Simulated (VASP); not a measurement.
**GaN: dielectric tensor with r2SCAN**

Crystal: GaN.

```
Ga N
1.0
     0.00000    2.31642    2.31642
     2.31642    0.00000    2.31642
     2.31642    2.31642    0.00000
Ga N
1 1
Direct
  0.00000 0.00000 0.00000
  0.25000 0.25000 0.25000
```

This cell differs from its parent crystal: strain +3.0%.

| Quantity | Value |
| --- | --- |
| Program | VASP 6.6.1 |
| Task | dielectric tensor |
| Functional | r2SCAN |
| Potentials or basis | VASP PAW PBE potentials, release 64 (Ga_d, N) |
| Cutoff | 520 eV |
| k mesh | 8 × 8 × 8 |
| Occupations | gaussian, width 0.01 eV |
| Spin | no spin polarisation |
| Dipole correction | no |
| Further INCAR settings | ALGO = Normal; EDIFF = 1e-08 |

- Band gap on the k mesh: 1.57 eV
- Electronic dielectric tensor (diagonal): 5.90
- Born charges (mean of the diagonal): Ga +2.72; N -2.72 e

Levels at points of the mesh, in eV from the valence-band top:
| k point | band 5 | band 6 | band 7 | band 8 | band 9 | band 10 | band 11 | band 12 | band 13 |
| --- | --- | --- | --- | --- | --- | --- | --- | --- | --- |
| (0.00, 0.00, 0.00) | -13.53 | -13.53 | 0.00 | 0.00 | 0.00 | 1.57 | 10.46 | 10.46 | 10.46 |
| (0.50, 0.00, 0.00) | -13.49 | -12.40 | -6.63 | -0.90 | -0.90 | 4.58 | 8.99 | 10.55 | 10.55 |
| (0.50, 0.50, 0.00) | -13.47 | -12.01 | -5.88 | -2.50 | -2.50 | 3.73 | 6.72 | 11.97 | 14.04 |

Electronic dielectric tensor:
```
5.90 0.00 0.00
0.00 5.90 0.00
0.00 0.00 5.90
```

Born effective charge tensors (e):
atom 1, Ga
```
2.72 0.00 0.00
0.00 2.72 0.00
0.00 0.00 2.72
```
atom 2, N
```
-2.72  0.00  0.00
 0.00 -2.72  0.00
 0.00  0.00 -2.72
```

Dipole moments of the cell (e·Å, modulo the quantum): ionic 5.791, 5.791, 5.791; electronic 0.002, 0.002, 0.008

It took 14 min on 1 thread of Intel(R) Xeon(R) 6975P-C (Granite Rapids) (shared host), peak memory 0.31 GiB.

Caveat: the cell differs from its parent crystal (strain +3.0%); the structure was generated, so it needn't be the stable form of GaN.
